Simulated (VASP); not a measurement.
# HfO2 (CdI2 type) (P-3m1) in VASP: notebook

The runs below take HfO2 (CdI2 type) through single point, with PBE.

All numbers are computed with VASP 6.6.1; they aren't measurements. Logs are shortened: lines on timing, memory, paths and dates and some standing lists are left out, and cuts for length are marked.

## Step 1: The cell of the first run

The structure is trigonal, space group P-3m1 (No. 164). The conventional cell has a = 3.231 Å, b = 3.231 Å, c = 4.523 Å, α = 90.00°, β = 90.00°, γ = 120.00°. Hf (site symmetry -3m) has 6 O at 2.10 Å within 2.8 Å. Within 2.8 Å of O (site symmetry 3m) lie 3 Hf at 2.10 Å and 3 O at 2.69 Å.

## Step 2: Single point, PBE (13.63 Å³/atom)

INCAR

```
SYSTEM = HfO2
  PREC = Accurate
  ENCUT = 520
  EDIFF = 1E-7
  ISMEAR = -1
  SIGMA = 0.08
  LREAL = .FALSE.
  LASPH = .TRUE.
  NELM = 100
  ALGO = Normal
  ISIF = 2
  LWAVE = .FALSE.
  LCHARG = .FALSE.
  GGA = PE
  NBANDS = 18
```

KPOINTS

```
regular mesh
0
G
  13 13 7
  0 0 0
```

POSCAR

```
HfO2
1.0
    3.2310772220      0.0000000000      0.0000000000
   -1.6155386110      2.7981949558      0.0000000000
    0.0000000000      0.0000000000      4.5226389583
Hf O
1 2
Direct
    0.0000000000      0.0000000000      0.0000000000
    0.3333333333      0.6666666667      0.2149580986
    0.6666666667      0.3333333333      0.7850419014
```

Potentials or basis: VASP PAW PBE potentials, release 64 (Hf_pv, O).

Run with:

```bash
$ cat potpaw_PBE.64/Hf_pv/POTCAR potpaw_PBE.64/O/POTCAR > POTCAR
$ mpirun -np 1 vasp_std > vasp.out
```

OUTCAR:

```text
SYSTEM = HfO2
   PREC = Accurate
   ENCUT = 520
   EDIFF = 1E-7
   ISMEAR = -1
   LREAL = .FALSE.
   LASPH = .TRUE.
   NELM = 100
   ISIF = 2
   GGA = PE

 ion  position               nearest neighbor table
   1  0.000  0.000  0.000-   2 2.10   3 2.10   2 2.10   3 2.10   3 2.10   2 2.10
   2  0.333  0.667  0.215-   1 2.10   1 2.10   1 2.10
   3  0.667  0.333  0.785-   1 2.10   1 2.10   1 2.10

  LATTYP: Found a hexagonal cell.
 ALAT       =     3.2310772220
 C/A-ratio  =     1.3997310023

  Lattice vectors:

 A1 = (   3.2310772220,   0.0000000000,   0.0000000000)
 A2 = (  -1.6155386110,   2.7981949558,   0.0000000000)
 A3 = (   0.0000000000,   0.0000000000,   4.5226389583)

Analysis of symmetry for initial positions (statically):
=====================================================================
 Subroutine PRICEL returns:
 Original cell was already a primitive cell.

 Routine SETGRP: Setting up the symmetry group for a
 hexagonal supercell.

 Subroutine GETGRP returns: Found 12 space group operations
 (whereof 12 operations were pure point group operations)
 out of a pool of 24 trial point group operations.

The static configuration has the point symmetry D_3d.

Analysis of symmetry for dynamics (positions and initial velocities):
=====================================================================
 Subroutine PRICEL returns:
 Original cell was already a primitive cell.

 Routine SETGRP: Setting up the symmetry group for a
 hexagonal supercell.

 Subroutine GETGRP returns: Found 12 space group operations
 (whereof 12 operations were pure point group operations)
 out of a pool of 24 trial point group operations.

The dynamic configuration has the point symmetry D_3d.

 Subroutine INISYM returns: Found 12 space group operations
 (whereof 12 operations are pure point group operations),
 and found     1 'primitive' translations

----------------------------------------------------------------------------------------

                                     Primitive cell

  volume of cell :      40.8900

  direct lattice vectors                    reciprocal lattice vectors
     3.231077222  0.000000000  0.000000000     0.309494305  0.178686620  0.000000000
    -1.615538611  2.798194956  0.000000000     0.000000000  0.357373241  0.000000000
     0.000000000  0.000000000  4.522638958     0.000000000  0.000000000  0.221109845

  length of vectors
     3.231077222  3.231077222  4.522638958     0.357373241  0.357373241  0.221109845

[... 82 lines left out ...]
   EDIFF  = 0.1E-06   stopping-criterion for ELM
   LREAL  =      F    real-space projection
   EDIFFG = 0.1E-05   stopping-criterion for IOM
   NSW    =      0    number of steps for IOM
   IBRION =     -1    ionic relax: 0-MD 1-quasi-New 2-CG
   NFREE  =      0    steps in history (QN), initial steepest desc. (CG)
   ISIF   =      2    stress and relaxation
   ISYM   =      2    0-nonsym 1-usesym 2-fastsym
   POTIM  = 0.5000    time-step for ionic-motion
   TEBEG  =    0.0;   TEEND  =   0.0 temperature during run
   PSTRESS=    0.0 pullay stress
   NELECT =      22.0000    total number of electrons
   NUPDOWN=      -1.0000    fix difference up-down
   EMIN   =  10.00;   EMAX   =-10.00  energy-range for DOS
   EFERMI =   0.00;   METHOD = LEGACY
   ISMEAR =    -1;   SIGMA  =   0.08  broadening in eV -4-tet -1-fermi 0-gaus
   EFERMI_NEDOS =   21; number of points for ismear=-14 and -15
   IALGO  =     38    algorithm
   IMIX   =      4    mixing-type and parameters
     AMIX     =   0.40;   BMIX     =  1.00
     AMIX_MAG =   1.60;   BMIX_MAG =  1.00
  volume/ion in A,a.u.               =      13.63        91.98
  Fermi-wavevector in a.u.,A,eV,Ry     =   1.331507  2.516183 24.121902  1.772910
  Thomas-Fermi vector in A             =   2.460512
   LORBIT       =      0    0 simple, 1 ext, 2 COOP (PROOUT), +10 PAW based schemes
   GGA     = PE    functional components
   LHFCALC =     F    Hartree Fock is set to
   AEXX    =    0.0000 exact exchange contribution
   IVDW    =     0    specifies the selected vdW correction
   LEPSILON=     F    determine dielectric tensor
   LRPA    =     F    only Hartree local field effects (RPA)
 non-spin polarized calculation
  energy-cutoff  :      520.00
  volume of cell :       40.89
 maximum number of plane-waves:      1124
   NGX = 13   NGY = 13   NGZ = 17

 number of electron      22.0000010 magnetization

 Free energy of the ion-electron system (eV)
  ---------------------------------------------------
  ext. energy  EPLUGINS =         0.00000000
  ---------------------------------------------------
  free energy    TOTEN  =       -29.77475600 eV

  energy without entropy =      -29.77475600  energy(sigma->0) =      -29.77475600

 E-fermi :   2.8746     XC(G=0): -10.3231

 val. band max:        1.1707947647   @ k =   0.0769   0.0769   0.0000
 cond. band min:       5.6027905042   @ k =   0.4615  -0.0000   0.0000
 fundamental gap:      4.4319957395
 Fermi energy:         2.8745539586

 k-point     1 :       0.0000    0.0000    0.0000
  band No.  band energies     occupation
      1     -28.0308      2.00000
      2     -27.5497      2.00000
      3     -27.5497      2.00000
      4     -16.1728      2.00000
      5     -14.1120      2.00000
      6      -2.7282      2.00000
[... 481 lines left out ...]
      5     -14.2103      2.00000
      6      -2.6369      2.00000
[... 10 lines left out ...]
     17      11.7535      0.00000
     18      12.4174      0.00000

 [... further k-points ...]

------------------------ aborting loop because EDIFF is reached ----------------------------------------

  FORCE on cell =-STRESS in cart. coord.  units (eV):
  Direction    XX          YY          ZZ          XY          YZ          ZX
  --------------------------------------------------------------------------------------
  -------------------------------------------------------------------------------------
  Total        0.2377475      0.2377475      0.5279035      0.0000000      0.0000000      0.0000000
  in kB        9.3155662      9.3155662     20.6846358      0.0000000      0.0000000      0.0000000
  external PRESSURE =      13.1052561 kB  Pullay stress =       0.0000000 kB

 VOLUME and BASIS-vectors are now :
 -----------------------------------------------------------------------------
  energy-cutoff  :      520.00
  volume of cell :       40.89
      direct lattice vectors                 reciprocal lattice vectors
     3.231077222  0.000000000  0.000000000     0.309494305  0.178686620  0.000000000
    -1.615538611  2.798194956  0.000000000     0.000000000  0.357373241  0.000000000
     0.000000000  0.000000000  4.522638958     0.000000000  0.000000000  0.221109845

 POSITION                                       TOTAL-FORCE (eV/Angst)
 -----------------------------------------------------------------------------------
      0.00000      0.00000      0.00000         0.000000      0.000000      0.000000
     -0.00000      1.86546      0.97218         0.000000     -0.000000     -0.201704
      1.61554      0.93273      3.55046        -0.000000      0.000000      0.201704
 -----------------------------------------------------------------------------------
    total drift:                               -0.000000      0.000000      0.000000

  FREE ENERGIE OF THE ION-ELECTRON SYSTEM (eV)
  ---------------------------------------------------
  free  energy   TOTEN  =       -29.7747559954 eV

  energy  without entropy=      -29.7747559952  energy(sigma->0) =      -29.77475600
```

It took 88 s on 1 thread of Intel Xeon 8259CL, shared host; peak memory 0.22 GiB.

What came out:

```yaml
Free_energy: -29.7748 eV
Pressure: 1.3 GPa
Largest_force: 0.202 eV/Å
Band_gap_on_the_k_mesh: 4.43 eV (least direct gap 4.84 eV)
```

Forces in eV/Å, atoms in the order of the input:
```
Hf   0.000  0.000  0.000
O    0.000  0.000 -0.202
O    0.000  0.000  0.202
```

Stress tensor (GPa, compression positive):
```
0.93 0.00 0.00
0.00 0.93 0.00
0.00 0.00 2.07
```

Caveat: spin-orbit coupling is left out, which moves the levels of the heavy elements; an odd mesh through Γ misses points on the zone boundary, where band edges can lie.

## Step 3: Single point, PBE (14.99 Å³/atom)

This run uses another cell than the first one, of 14.99 Å³/atom.

INCAR

```
PREC = Accurate
ENCUT = 520
EDIFF = 1E-6
ISMEAR = -1
SIGMA = 0.08
LREAL = F
LASPH = T
NELM = 60
ALGO = Normal
ISIF = 2
LWAVE = F
LCHARG = F
GGA = PE
NBANDS = 18
```

KPOINTS

```
Automatic mesh
0
Gamma
  13 13 7
```

POSCAR

```
HfO2
1.0
    3.2453271241      0.0000000000      0.0000000000
   -1.6226635620      2.8105357331      0.0000000000
    0.0000000000      0.0000000000      4.9313101828
Hf O
1 2
Direct
    0.0000000000      0.0000000000      0.0000000000
    0.3333333333      0.6666666667      0.1969770759
    0.6666666667      0.3333333333      0.8030229241
```

Potentials or basis: VASP PAW PBE potentials, release 64 (Hf_pv, O).

Run with:

```bash
$ cat potpaw_PBE.64/Hf_pv/POTCAR potpaw_PBE.64/O/POTCAR > POTCAR
$ mpirun -np 1 vasp_std > vasp.out
```

Wall time 91 s (1 thread of Intel Xeon 8259CL, shared host); peak memory 0.23 GiB.

It converged, with:

| Item | Value |
| --- | --- |
| Free energy | -29.8241 eV |
| Pressure | -1.3 GPa |
| Largest force | 0.203 eV/Å |
| Band gap on the k mesh | 4.65 eV (least direct gap 4.93 eV) |

Forces on the atoms (eV/Å):
```
Hf   0.000  0.000  0.000
O    0.000  0.000 -0.203
O    0.000  0.000  0.203
```

Stress tensor (GPa, compression positive):
```
-1.67  0.00  0.00
 0.00 -1.67  0.00
 0.00  0.00 -0.51
```

Levels at points of the mesh, in eV from the valence-band top:
```tsv
k point	band 8	band 9	band 10	band 11	band 12	band 13	band 14	band 15
(0.00, 0.00, 0.00)	-3.55	-0.30	-0.30	-0.22	5.09	5.09	5.18	7.72
```

Caveat: spin-orbit coupling is left out, which moves the levels of the heavy elements; an odd mesh through Γ misses points on the zone boundary, where band edges can lie.

## Step 4: Single point, PBE (16.02 Å³/atom)

This run uses another cell than the first one, of 16.02 Å³/atom.

INCAR

```
SYSTEM = HfO2
PREC = Accurate
ENCUT = 520
EDIFF = 1E-7
ISMEAR = -1
SIGMA = 0.08
LREAL = .False.
LASPH = .True.
NELM = 80
ALGO = Normal
ISIF = 2
LWAVE = .False.
LCHARG = .False.
GGA = PE
NBANDS = 18
```

KPOINTS

```
regular mesh
0
Gamma
  13 13 7
  0 0 0
```

POSCAR

```
HfO2
1.0
    3.2495510364      0.0000000000      0.0000000000
   -1.6247755182      2.8141937484      0.0000000000
    0.0000000000      0.0000000000      5.2538508181
Hf O
1 2
Direct
    0.0000000000      0.0000000000      0.0000000000
    0.3333333333      0.6666666667      0.1847282112
    0.6666666667      0.3333333333      0.8152717888
```

Run with:

```bash
$ cat potpaw_PBE.64/Hf_pv/POTCAR potpaw_PBE.64/O/POTCAR > POTCAR
$ mpirun -np 1 vasp_std > vasp.out
```

Run time: 1.7 min. Hardware: 1 thread of Intel Xeon 8259CL, shared host; peak memory 0.24 GiB.

It converged, with:

```
Free energy            : -29.8346 eV
Pressure               : -1.8 GPa
Largest force          : 0.198 eV/Å
Band gap on the k mesh : 4.72 eV (least direct gap 4.99 eV)
```

Forces on the atoms (eV/Å):
```
Hf   0.000  0.000  0.000
O    0.000  0.000 -0.198
O    0.000  0.000  0.198
```

Stress tensor (GPa, compression positive):
```
-2.20  0.00  0.00
 0.00 -2.20  0.00
 0.00  0.00 -1.11
```

Levels at points of the mesh, in eV from the valence-band top:
```
           k point  band 7  band 8  band 9  band 10  band 11  band 12  band 13  band 14  band 15  band 16
(0.00, 0.00, 0.00)   -3.59   -3.42   -0.35    -0.30    -0.30     5.08     5.08     5.18     7.65    10.21
```

Caveat: spin-orbit coupling is left out, which moves the levels of the heavy elements; an odd mesh through Γ misses points on the zone boundary, where band edges can lie.

## Step 5: Single point, PBE (16.02 Å³/atom)

This run uses another cell than the first one, of 16.02 Å³/atom.

INCAR

```
PREC = Accurate ; ENCUT = 520
EDIFF = 1E-6 ; ISMEAR = -1
SIGMA = 0.08 ; LREAL = False
LASPH = True ; NELM = 80
ALGO = Normal ; ISIF = 2
LWAVE = False ; LCHARG = True
GGA = PE ; LELF = True
LVHAR = True ; NBANDS = 18
```

KPOINTS

```
regular mesh
0
Gamma
  13 13 7
```

POSCAR is that of step 4.

Run with:

```bash
$ cat potpaw_PBE.64/Hf_pv/POTCAR potpaw_PBE.64/O/POTCAR > POTCAR
$ mpirun -np 1 vasp_std > vasp.out
```

Run time: 96 s. Hardware: 1 thread of Intel Xeon 8259CL, shared host; peak memory 0.24 GiB.

Results (log left out):

- Free energy: -29.8346 eV
- Pressure: -1.8 GPa
- Largest force: 0.198 eV/Å
- Band gap on the k mesh: 4.72 eV (least direct gap 4.99 eV)

Forces in eV/Å, atoms in the order of the input:
```
Hf   0.000  0.000  0.000
O    0.000  0.000 -0.198
O    0.000  0.000  0.198
```

Stress tensor (GPa, compression positive):
```
-2.19  0.00  0.00
 0.00 -2.19  0.00
 0.00  0.00 -1.10
```

Levels at points of the mesh, in eV from the valence-band top:
```tsv
k point	band 8	band 9	band 10	band 11	band 12	band 13	band 14	band 15
(0.00, 0.00, 0.00)	-3.42	-0.35	-0.30	-0.30	5.08	5.08	5.18	7.65
```

Caveat: spin-orbit coupling is left out, which moves the levels of the heavy elements; an odd mesh through Γ misses points on the zone boundary, where band edges can lie.

## Step 6: Single point, PBE

This run uses another cell than the first one, of 17.04 Å³/atom.

INCAR

```
SYSTEM = HfO2
PREC = Accurate ; ENCUT = 520
EDIFF = 1E-6 ; ISMEAR = -1
SIGMA = 0.08 ; LREAL = .False.
LASPH = .True. ; NELM = 80
ALGO = Normal ; ISIF = 2
LWAVE = .False. ; LCHARG = .False.
GGA = PE ; NBANDS = 18
```

KPOINTS

```
Automatic mesh
0
Gamma
  13 13 7
  0 0 0
```

POSCAR

```
HfO2
1.0
    3.2523076725      0.0000000000      0.0000000000
   -1.6261538363      2.8165810653      0.0000000000
    0.0000000000      0.0000000000      5.5797322644
Hf O
1 2
Direct
    0.0000000000      0.0000000000      0.0000000000
    0.3333333333      0.6666666667      0.1738101705
    0.6666666667      0.3333333333      0.8261898295
```

Potentials or basis: VASP PAW PBE potentials, release 64 (Hf_pv, O).

Run with:

```bash
$ cat potpaw_PBE.64/Hf_pv/POTCAR potpaw_PBE.64/O/POTCAR > POTCAR
$ mpirun -np 1 vasp_std > vasp.out
```

It took 96 s on 1 thread of Intel Xeon 8259CL, shared host; peak memory 0.24 GiB.

Results (log left out):

```yaml
Free_energy: -29.8370 eV
Pressure: -2.0 GPa
Largest_force: 0.200 eV/Å
Band_gap_on_the_k_mesh: 4.77 eV (least direct gap 5.01 eV)
```

Forces in eV/Å, atoms in the order of the input:
```
Hf   0.000  0.000  0.000
O    0.000  0.000 -0.200
O    0.000  0.000  0.200
```

Stress tensor (GPa, compression positive):
```
-2.42  0.00  0.00
 0.00 -2.42  0.00
 0.00  0.00 -1.29
```

Levels at points of the mesh, in eV from the valence-band top:
| k point | band 7 | band 8 | band 9 | band 10 | band 11 | band 12 | band 13 | band 14 | band 15 | band 16 |
| --- | --- | --- | --- | --- | --- | --- | --- | --- | --- | --- |
| (0.00, 0.00, 0.00) | -3.57 | -3.32 | -0.44 | -0.29 | -0.29 | 5.08 | 5.08 | 5.19 | 7.58 | 10.05 |

Caveat: spin-orbit coupling is left out, which moves the levels of the heavy elements; an odd mesh through Γ misses points on the zone boundary, where band edges can lie.

## Step 7: The runs side by side

```csv
cell,gap on the mesh (eV),pressure (GPa),largest force (eV/Å)
"a = 3.231, b = 3.231, c = 4.523 Å, angles 90.0, 90.0, 120.0°, 3 atoms, atomic positions A",4.43,1.3,0.20
"a = 3.245, b = 3.245, c = 4.931 Å, angles 90.0, 90.0, 120.0°, 3 atoms, atomic positions B",4.65,-1.3,0.20
"a = 3.250, b = 3.250, c = 5.254 Å, angles 90.0, 90.0, 120.0°, 3 atoms, atomic positions C",4.72,-1.8,0.20
"a = 3.252, b = 3.252, c = 5.580 Å, angles 90.0, 90.0, 120.0°, 3 atoms, atomic positions D",4.77,-2.0,0.20
```

Alike in all rows: task single point; level PBE; potentials or basis VASP PAW PBE potentials, release 64 (Hf_pv, O); no spin polarisation; k mesh 13 × 13 × 7; cutoff (eV) 520; smearing fermi-dirac 0.08 eV.

Caveats: spin-orbit coupling is left out, which moves the levels of the heavy elements; an odd mesh through Γ misses points on the zone boundary, where band edges can lie.

Total energies depend on the potentials used, so only differences within one code and one set of settings carry meaning.
